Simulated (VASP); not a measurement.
Set up this calculation in VASP 6.6.1, as the native input.

| Quantity | Value |
| --- | --- |
| Task | relaxation of cell and atoms |
| Functional | PBE |
| Potentials or basis | VASP PAW PBE potentials, release 64 (Hg, W_sv) |
| Cutoff | 600 eV |
| k mesh | 6 × 6 × 6 |
| Occupations | gaussian, width 0.1 eV |
| Spin | no spin polarisation |
| Dipole correction | no |
| Further INCAR settings | ALGO = Fast; EDIFF = 1e-06; IBRION = 2; EDIFFG = -0.04; NSW = 90; ISIF = 3 |

The structure of HgW lies in POSCAR:

```
HgW
1.0
    3.4812102334      0.0000000000      0.0000000000
    0.0000000000      3.4812102334      0.0000000000
    0.0000000000      0.0000000000      3.4812102334
Hg W
1 1
Direct
    0.0000000000      0.0000000000      0.0000000000
    0.5000000000      0.5000000000      0.5000000000
```

One way to write it, as run:

INCAR

```
  PREC = Accurate
  ENCUT = 600
  EDIFF = 1E-6
  ISMEAR = 0
  SIGMA = 0.1
  LREAL = False
  LASPH = True
  NELM = 100
  ALGO = Fast
  ISIF = 3
  LWAVE = False
  LCHARG = False
  GGA = PE
  IBRION = 2
  NSW = 90
  EDIFFG = -0.04
```

KPOINTS

```
Automatic mesh
0
Gamma
  6 6 6
```

Potentials or basis: VASP PAW PBE potentials, release 64 (Hg, W_sv).

The run is started by

```console
$ cat potpaw_PBE.64/Hg/POTCAR potpaw_PBE.64/W_sv/POTCAR > POTCAR
$ mpirun -np 1 vasp_std > vasp.out
```

Results of the run:

The relaxed volume is 17.95 Å³/atom. The relaxed cell is a = 3.299 Å, b = 3.299 Å, c = 3.299 Å, α = 90.00°, β = 90.00°, γ = 90.00°, the space group after relaxing (to 0.1 Å) is Pm-3m (No. 221) and the pressure after relaxing is 0.0 GPa. The band gap on the k mesh is zero (bands 13 and 14 overlap by 2.62 eV).

Caveat: spin-orbit coupling is left out, which moves the levels of the heavy elements.

It took 32 s on 1 thread of AMD EPYC 9R45 96-Core Processor (Zen 5), on a shared host, peak memory 0.15 GiB.
